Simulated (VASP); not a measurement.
A run of VASP 6.6.1:

The input INCAR:

```
ALGO = Normal ; EDIFF = 1E-7
EDIFFG = -0.04 ; ENCUT = 600
GGA = PE ; IBRION = 2
ISIF = 3 ; ISMEAR = 0
LASPH = T ; LCHARG = F
LREAL = F ; LWAVE = F
NELM = 100 ; NSW = 90
PREC = Accurate ; SIGMA = 0.1
```

File KPOINTS:

```
k-points
0
Gamma
  6 6 6
```

File POSCAR:

```
Sb
1.0
   -1.8645118700      2.1146795000      2.1432923700
    1.8645118700     -2.1146795000      2.1432923700
    1.8645118700      2.1146795000     -2.1432923700
Sb
1
Direct
    0.0000000000      0.0000000000      0.0000000000
```

Potentials or basis: VASP PAW PBE potentials, release 64 (Sb).

Command:

```bash
$ cat potpaw_PBE.64/Sb/POTCAR > POTCAR
$ mpirun -np 1 vasp_std > vasp.out
```

Hardware: 1 thread of Intel(R) Xeon(R) Platinum 8375C CPU @ 2.90GHz (Ice Lake), with other jobs on the host.

Problem. How long does it take, and how much memory?

Solution. Run time: 31 s on 1 thread of Intel(R) Xeon(R) Platinum 8375C CPU @ 2.90GHz (Ice Lake) (shared host), peak memory 0.17 GiB. Counts: scf iterations 51, k points 46, ion steps 7.
